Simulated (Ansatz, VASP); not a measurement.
## Ta: VASP beside Ansatz

```xyz
3
Lattice="4.8638 0.0000 0.0000 -2.4319 4.2122 0.0000 0.0000 0.0000 2.7308" Properties=species:S:1:pos:R:3 pbc="T T T"
Ta    2.4319    4.2122    0.0000
Ta    0.0000    2.8081    1.3654
Ta    2.4319    1.4041    1.3654
```

Alike in both runs: task single point; functional PBE; k mesh 9 × 9 × 13; occupations fermi-dirac, width 0.1 eV; no spin polarisation.

|  | VASP | Ansatz |
| --- | --- | --- |
| version | VASP 6.6.1 | Ansatz 0.2.0 |
| potentials or method | VASP PAW PBE potentials, release 64 (Ta_pv), cutoff 520 eV | plane waves (420 eV) with PAW, scalar-relativistic |
| valence electrons in the cell | 33 | 39 |

```tsv
	VASP	Ansatz	Ansatz less VASP
pressure (GPa)	0.1	0.0	-0.11
traceless stress, the component that is largest in VASP (GPa)	-0.09	-0.14	-0.050
```

VASP's potentials hold 33 valence electrons a cell and Ansatz's 39, so a difference there can come from the potentials and not from the codes.

Spin-orbit coupling is off throughout.
